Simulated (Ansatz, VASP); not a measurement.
## Al2Au in VASP and in Ansatz

INCAR

```
SYSTEM = Al2Au
ALGO = Normal ; EDIFF = 1E-7
ENCUT = 520 ; ISIF = 2
ISMEAR = -1 ; LASPH = .TRUE.
LCHARG = .FALSE. ; LREAL = .FALSE.
LWAVE = .FALSE. ; NBANDS = 16
NELM = 100 ; PREC = Accurate
SIGMA = 0.05
```

The input KPOINTS:

```
k-points
0
G
  11 11 11
  0 0 0
```

File POSCAR:

```
Al2Au
1.0
    0.0000000000      2.9400000000      3.0000000000
    2.9400000000      0.0000000000      3.0000000000
    2.9400000000      2.9400000000      0.0000000000
Al Au
2 1
Direct
    0.2500000000      0.2500000000      0.2500000000
    0.7500000000      0.7500000000      0.7500000000
    0.0000000000      0.0000000000      0.0000000000
```

Input for Ansatz:

```yaml
crystal:
  lattice:
    - [0.0, 2.94, 3.0]
    - [2.94, 0.0, 3.0]
    - [2.94, 2.94, 0.0]
  atoms:
    - { symbol: Al, position: [0.25, 0.25, 0.25] }
    - { symbol: Al, position: [0.75, 0.75, 0.75] }
    - { symbol: Au, position: [0.0, 0.0, 0.0] }
kpoints:
  mp_grid: { grid: [11, 11, 11] }
  band_path:
    path:
      - [0.0, 0.0, 0.0]
      - [0.0, 0.5, 0.5]
      - [0.25, 0.75, 0.5]
      - [0.0, 0.5, 0.0]
      - [0.0, 0.0, 0.0]
      - [0.5, 0.5, 0.0]
      - [0.37005, 0.62995, 0.0]
      - [-0.37005, 0.37005, 0.0]
      - [0.0, 0.0, 0.0]
    npoints: 5
scf:
  occupations: { method: fermi_dirac, width: 0.05 }
hamiltonian:
  xc: lda
  pseudopotentials: { kind: all_electron, lapw: { basis_error: 0.0005 } }
output:
  forces: true
  stress: true
  eigenvalues: true
```

Change from the starting cell: equal xx and yy strain of -2 %.

Alike in both runs: task single point; functional LDA; k mesh 11 × 11 × 11; occupations fermi-dirac, width 0.05 eV; no spin polarisation.

|  | VASP | Ansatz |
| --- | --- | --- |
| version | VASP 6.6.1 | Ansatz 0.2.0 |
| potentials or method | VASP PAW LDA potentials, release 64 (Al, Au), cutoff 520 eV | all-electron LAPW, scalar-relativistic |

```csv
,VASP,Ansatz,Ansatz less VASP
pressure (GPa),2.6,2.3,-0.24
"traceless stress, the component that is largest in VASP (GPa)",-0.71,-0.72,-0.008
```

LDA's correlation is that of Perdew and Zunger in VASP and of Perdew and Wang (1992) in Ansatz. Ansatz ran all-electron here, and VASP with PAW potentials.

Spin-orbit coupling is off throughout.
